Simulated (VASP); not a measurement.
# Sc (I4/mmm) in VASP: a series of runs, part 2 of 2

VASP 6.6.1. The steps go on from the part before.

## 3. Single point, PBEsol (strain -0.025 along x and y, +0.025 along z)

Contents of INCAR:

```
PREC     = Accurate       # precision mode
ENCUT    = 520            # plane-wave cutoff, eV
EDIFF    = 1E-6           # SCF threshold, eV
ISMEAR   = 0              # smearing method
SIGMA    = 0.15           # smearing width, eV
LREAL    = F              # projectors in reciprocal space
LASPH    = T              # aspherical terms in the spheres
NELM     = 80             # most SCF steps
ALGO     = Fast           # electronic algorithm
ISIF     = 2              # what is computed and relaxed
LWAVE    = F              # write WAVECAR
LCHARG   = F              # write CHGCAR
GGA      = PS             # functional
NBANDS   = 12             # bands
```

Contents of KPOINTS:

```
regular mesh
0
Gamma
  18 18 18
```

Contents of POSCAR:

```
Sc
1.0
    0.0000000000      2.2137375000      2.3272625000
    2.2137375000      0.0000000000      2.3272625000
    2.2137375000      2.2137375000      0.0000000000
Sc
1
Direct
    0.0000000000      0.0000000000      0.0000000000
```

Potentials or basis: VASP PAW PBE potentials, release 64 (Sc_sv).

Launch:

```bash
$ cat potpaw_PBE.64/Sc_sv/POTCAR > POTCAR
$ mpirun -np 1 vasp_std > vasp.out
```

OUTCAR:

```text
PREC = Accurate
   ENCUT = 520
   EDIFF = 1E-6
   ISMEAR = 0
   LREAL = F
   LASPH = T
   NELM = 80
   ISIF = 2
   GGA = PS

 ion  position               nearest neighbor table
   1  0.000  0.000  0.000-

  LATTYP: Found a body centered tetragonal cell.
 ALAT       =     3.1306975960
 C/A-ratio  =     1.4867373348

  Lattice vectors:

 A1 = (  -2.2137375000,   0.0000000000,   2.3272625000)
 A2 = (   2.2137375000,   0.0000000000,   2.3272625000)
 A3 = (   0.0000000000,   2.2137375000,  -2.3272625000)

Analysis of symmetry for initial positions (statically):
=====================================================================
 Subroutine PRICEL returns:
 Original cell was already a primitive cell.

 Routine SETGRP: Setting up the symmetry group for a
 body centered tetragonal supercell.

 Subroutine GETGRP returns: Found 16 space group operations
 (whereof 16 operations were pure point group operations)
 out of a pool of 16 trial point group operations.

The static configuration has the point symmetry D_4h.

Analysis of symmetry for dynamics (positions and initial velocities):
=====================================================================
 Subroutine PRICEL returns:
 Original cell was already a primitive cell.

 Routine SETGRP: Setting up the symmetry group for a
 body centered tetragonal supercell.

 Subroutine GETGRP returns: Found 16 space group operations
 (whereof 16 operations were pure point group operations)
 out of a pool of 16 trial point group operations.

The dynamic configuration has the point symmetry D_4h.

 Subroutine INISYM returns: Found 16 space group operations
 (whereof 16 operations are pure point group operations),
 and found     1 'primitive' translations

----------------------------------------------------------------------------------------

                                     Primitive cell

  volume of cell :      22.8101

[... 112 lines left out ...]
   LHFCALC =     F    Hartree Fock is set to
   AEXX    =    0.0000 exact exchange contribution
   IVDW    =     0    specifies the selected vdW correction
   LEPSILON=     F    determine dielectric tensor
   LRPA    =     F    only Hartree local field effects (RPA)
 non-spin polarized calculation
 RMM-DIIS sequential band-by-band and
 Gauss-broadening in eV      SIGMA  =   0.15
  energy-cutoff  :      520.00
  volume of cell :       22.81
 maximum number of plane-waves:       632
   NGX = 11   NGY = 11   NGZ = 11

 number of electron      11.0000002 magnetization

 Free energy of the ion-electron system (eV)
  ---------------------------------------------------
  ext. energy  EPLUGINS =         0.00000000
  ---------------------------------------------------
  free energy    TOTEN  =        -6.56063147 eV

  energy without entropy =       -6.54075276  energy(sigma->0) =       -6.55069212

 E-fermi :   4.1018     XC(G=0): -10.3079

 val. band max:        4.0998951905   @ k =  -0.3333   0.0556   0.2222
 cond. band min:       4.1029601614   @ k =  -0.2778   0.1111   0.2778
 fundamental gap:      0.0030649709
 Fermi energy:         4.1018052713

 k-point     1 :       0.0000    0.0000    0.0000
  band No.  band energies     occupation
      1     -44.9189      2.00000
      2     -23.3703      2.00000
      3     -23.3703      2.00000
      4     -23.3697      2.00000
      5      -1.2394      2.00000
      6       5.5475      0.00000
      7       5.9117      0.00000
      8       5.9117      0.00000
      9       7.0831      0.00000
     10       7.5171      0.00000
     11      17.0858      0.00000
     12      20.1341      0.00000
[... 331 lines left out ...]
 k-point    24 :      -0.2222    0.0556    0.0000
  band No.  band energies     occupation
      1     -44.8765      2.00000
      2     -23.6332      2.00000
      3     -23.4227      2.00000
      4     -23.3883      2.00000
      5       0.2956      2.00000
      6       4.8741      0.00000
      7       5.8045      0.00000
      8       6.2465      0.00000
      9       7.1854      0.00000
     10       7.4825      0.00000
     11      15.4269      0.00000
     12      17.6228      0.00000

 [... further k-points ...]

------------------------ aborting loop because EDIFF is reached ----------------------------------------

  FORCE on cell =-STRESS in cart. coord.  units (eV):
  Direction    XX          YY          ZZ          XY          YZ          ZX
  --------------------------------------------------------------------------------------
  -------------------------------------------------------------------------------------
  Total        0.3495420      0.3495420      0.1136986      0.0000000      0.0000000      0.0000000
  in kB       24.5517433     24.5517433      7.9861595      0.0000000      0.0000000      0.0000000
  external PRESSURE =      19.0298820 kB  Pullay stress =       0.0000000 kB

 VOLUME and BASIS-vectors are now :
 -----------------------------------------------------------------------------
  energy-cutoff  :      520.00
  volume of cell :       22.81
      direct lattice vectors                 reciprocal lattice vectors
     0.000000000  2.213737500  2.327262500    -0.225862371  0.225862371  0.214844694
     2.213737500  0.000000000  2.327262500     0.225862371 -0.225862371  0.214844694
     2.213737500  2.213737500  0.000000000     0.225862371  0.225862371 -0.214844694

 POSITION                                       TOTAL-FORCE (eV/Angst)
 -----------------------------------------------------------------------------------
      0.00000      0.00000      0.00000         0.000000     -0.000000      0.000000
 -----------------------------------------------------------------------------------
    total drift:                                0.000000      0.000000     -0.000000

  FREE ENERGIE OF THE ION-ELECTRON SYSTEM (eV)
  ---------------------------------------------------
  free  energy   TOTEN  =        -6.5606314746 eV

  energy  without entropy=       -6.5407527592  energy(sigma->0) =       -6.55069212
```

OSZICAR:

```text
N       E                     dE             d eps       ncg     rms          rms(c)
DAV:   1     0.728433149987E+02    0.72843E+02   -0.50577E+03 11560   0.901E+02
DAV:   2    -0.585341438162E+01   -0.78697E+02   -0.77099E+02 11528   0.284E+02
DAV:   3    -0.724278197784E+01   -0.13894E+01   -0.13623E+01 14992   0.500E+01
DAV:   4    -0.726474973281E+01   -0.21968E-01   -0.21953E-01 14408   0.505E+00
DAV:   5    -0.726510249850E+01   -0.35277E-03   -0.35276E-03 15556   0.618E-01    0.598E+00
RMM:   6    -0.662677996288E+01    0.63832E+00   -0.65391E-01 11976   0.107E+01    0.181E+00
RMM:   7    -0.656684809736E+01    0.59932E-01   -0.69155E-01 14845   0.705E+00    0.756E-01
RMM:   8    -0.656165839302E+01    0.51897E-02   -0.42139E-02 12603   0.303E+00    0.489E-01
RMM:   9    -0.656096009796E+01    0.69830E-03   -0.15605E-02 15033   0.108E+00    0.150E-01
RMM:  10    -0.656057571185E+01    0.38439E-03   -0.28909E-03 14961   0.598E-01    0.467E-02
RMM:  11    -0.656063614884E+01   -0.60437E-04   -0.74498E-04 14878   0.180E-01    0.375E-02
RMM:  12    -0.656062903483E+01    0.71140E-05   -0.82947E-05 13936   0.116E-01    0.242E-03
RMM:  13    -0.656063141508E+01   -0.23803E-05   -0.24883E-05 13259   0.425E-02    0.319E-03
RMM:  14    -0.656063147464E+01   -0.59567E-07   -0.23028E-06 11403   0.199E-02
   1 F= -.65606315E+01 E0= -.65506921E+01  d E =-.198787E-01
```

stdout:

```text
POSCAR found type information on POSCAR Sc
 POSCAR found :  1 types and       1 ions
 scaLAPACK will be used
 -----------------------------------------------------------------------------
|                                                                             |
|                                                                             |
|     You enforced a specific xc type in the INCAR file but a different       |
|     I HOPE YOU KNOW WHAT YOU ARE DOING!                                     |
|                                                                             |
 -----------------------------------------------------------------------------

 LDA part: xc-table for (Slater+PW92), standard interpolation
 POSCAR, INCAR and KPOINTS ok, starting setup
 FFT: planning ... GRIDC
 FFT: planning ... GRID_SOFT
 FFT: planning ... GRID
 WAVECAR not read
 entering main loop
```

Run time: 1.7 min. Hardware: 1 thread of Intel Xeon 8259CL, shared host; peak memory 0.24 GiB.

Results:

```
Free energy            : -6.5606 eV
Pressure               : 1.9 GPa
Band gap on the k mesh : zero (an odd number of electrons rules out a gap without spin polarisation)
```

Levels at points of the mesh, in eV from the Fermi level:
| k point | band 2 | band 3 | band 4 | band 5 | band 6 | band 7 | band 8 | band 9 |
| --- | --- | --- | --- | --- | --- | --- | --- | --- |
| (0.00, 0.00, 0.00) | -27.47 | -27.47 | -27.47 | -5.34 | 1.45 | 1.81 | 1.81 | 2.98 |
| (0.50, 0.00, 0.00) | -28.00 | -27.56 | -27.52 | -1.87 | 0.40 | 1.36 | 1.75 | 4.14 |
| (0.50, 0.50, 0.00) | -27.95 | -27.63 | -27.63 | -1.74 | -0.68 | 1.71 | 4.23 | 4.47 |
| (0.50, 0.00, 0.50) | -27.96 | -27.70 | -27.64 | -1.68 | -0.77 | 2.46 | 4.18 | 4.33 |

Caveat: the cell differs from its parent crystal (strain -0.025 along x and y, +0.025 along z); the PAW data sets were made with another functional, which shifts forces and pressure a little.
